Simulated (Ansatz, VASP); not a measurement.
# La2O3 in VASP and in Ansatz

Contents of INCAR:

```
PREC     = Accurate       # precision mode
ENCUT    = 520            # plane-wave cutoff, eV
EDIFF    = 1E-6           # SCF threshold, eV
ISMEAR   = 0              # smearing method
SIGMA    = 0.01           # smearing width, eV
LREAL    = False          # projectors in reciprocal space
LASPH    = True           # aspherical terms in the spheres
NELM     = 100            # most SCF steps
ALGO     = Normal         # electronic algorithm
ISIF     = 2              # what is computed and relaxed
LWAVE    = False          # write WAVECAR
LCHARG   = False          # write CHGCAR
GGA      = RE             # functional
NBANDS   = 28             # bands
```

File KPOINTS:

```
Automatic mesh
0
Gamma
  6 6 4
```

The input POSCAR:

```
La2O3
1.0
    3.9307778800      0.0000000000      0.0000000000
   -1.9653889400      3.4041535000      0.0000000000
    0.0000000000      0.0000000000      6.1119535200
La O
2 3
Direct
    0.6666666698      0.3333333294      0.7537643202
    0.3333333302      0.6666666706      0.2462356798
    0.6666666698      0.3333333294      0.3541093503
    0.3333333302      0.6666666706      0.6458906497
    0.0000000000      0.0000000000      0.0000000000
```

Input for Ansatz:

```yaml
crystal:
  lattice:
    - [3.93077788, 0.0, 0.0]
    - [-1.96538894, 3.4041535, 0.0]
    - [0.0, 0.0, 6.11195352]
  atoms:
    - { symbol: La, position: [0.6666666697963263, 0.33333332941654953, 0.7537643201841627] }
    - { symbol: La, position: [0.3333333302036738, 0.6666666705834504, 0.24623567981583733] }
    - { symbol: O, position: [0.6666666697963263, 0.33333332941654953, 0.3541093502949283] }
    - { symbol: O, position: [0.3333333302036738, 0.6666666705834504, 0.6458906497050717] }
    - { symbol: O, position: [0.0, 0.0, 0.0] }
kpoints:
  mp_grid:
    grid: [6, 6, 4]
    shift: [0.0, 0.0, 0.0]
hamiltonian:
  xc: revpbe
scf:
  occupations:
    method: fixed
output:
  stress: true
  eigenvalues: true
```

Alike in both runs: task single point; functional revPBE; k mesh 6 × 6 × 4; no spin polarisation.

|  | VASP | Ansatz |
| --- | --- | --- |
| version | VASP 6.6.1 | Ansatz 0.2.0 |
| potentials or method | VASP PAW PBE potentials, release 64 (La, O) | plane waves, PAW |
| plane-wave cutoff (eV) | 520 | 420 |
| occupations | gaussian, width 0.01 eV | fixed |
| valence electrons in the cell | 40 | 40 |

|  | VASP | Ansatz | Ansatz less VASP |
| --- | --- | --- | --- |
| gap on the k mesh at the Fermi level (eV) | 3.91 | 3.89 | -0.017 |
| pressure (GPa) | 3.8 | 4.2 | +0.34 |
| traceless stress, the component that is largest in VASP (GPa) | 0.21 | 0.16 | -0.050 |

VASP's potentials were made for PBE, not for revPBE.

Neither program's run includes spin-orbit coupling.
